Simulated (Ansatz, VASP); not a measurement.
## One calculation of ScBiTe3S, two programs

The input INCAR:

```
SYSTEM = ScBiTe3S
  PREC = Accurate
  ENCUT = 520
  EDIFF = 1E-7
  ISMEAR = 0
  SIGMA = 0.1
  LREAL = .FALSE.
  LASPH = .TRUE.
  NELM = 100
  ALGO = Normal
  ISIF = 2
  LWAVE = .FALSE.
  LCHARG = .FALSE.
  GGA = PE
  NBANDS = 34
```

Contents of KPOINTS:

```
Automatic mesh
0
G
  4 4 2
  0 0 0
```

File POSCAR:

```
ScBiTe3S
1.0
    4.1329153700      0.0000000000      0.0000000000
    0.0000000000      4.1329153700      0.0000000000
    0.0000000000      0.0000000000      9.9599056100
Sc Bi Te S
1 1 3 1
Direct
    0.0000000000      0.0000000000      0.2561786000
    0.5000000000      0.5000000000      0.3937225500
    0.5000000000      0.0000000000      0.3987885400
    0.0000000000      0.5000000000      0.3987885400
    0.5000000000      0.5000000000      0.0403485100
    0.5000000000      0.5000000000      0.5991657400
```

Input for Ansatz:

```yaml
crystal:
  lattice:
    - [4.13291537, 0.0, 0.0]
    - [0.0, 4.13291537, 0.0]
    - [0.0, 0.0, 9.95990561]
  atoms:
    - { symbol: Sc, position: [0.0, 0.0, 0.2561786] }
    - { symbol: Bi, position: [0.5, 0.5, 0.39372255] }
    - { symbol: Te, position: [0.5, 0.0, 0.39878854] }
    - { symbol: Te, position: [0.0, 0.5, 0.39878854] }
    - { symbol: Te, position: [0.5, 0.5, 0.04034851] }
    - { symbol: S, position: [0.5, 0.5, 0.59916574] }
basis:
  ecutwfc: 420
kpoints:
  mp_grid: { grid: [4, 4, 2] }
hamiltonian:
  xc: pbe
scf:
  occupations: { method: gaussian, width: 0.1 }
  lower_state_search: "off"
output:
  forces: true
  stress: true
  eigenvalues: true
```

Alike in both runs: task single point; functional PBE; k mesh 4 × 4 × 2; occupations gaussian, width 0.1 eV; no spin polarisation.

|  | VASP | Ansatz |
| --- | --- | --- |
| version | VASP 6.6.1 | Ansatz 0.2.0 |
| potentials or method | VASP PAW PBE potentials, release 64 (Sc_sv, Bi_d, Te, S), cutoff 520 eV | scalar-relativistic, plane waves, PAW |
| valence electrons in the cell | 50 | 80 |

VASP gave:

- gap on the k mesh at the Fermi level (eV): none
- rms of the force components (eV/Å): 5.212

Task: Which values does Ansatz return?

Result: gap on the k mesh at the Fermi level (eV): none; rms of the force components (eV/Å): 5.293.

Atom by atom the forces differ by 0.108 eV/Å (rms over components). A gap of «none» marks a metal or a gap that the smearing closes. VASP's potentials hold 50 valence electrons a cell and Ansatz's 80, so a difference there can come from the potentials and not from the codes.

The k mesh is coarse, so the values compare programs but aren't converged. Neither program's run includes spin-orbit coupling.
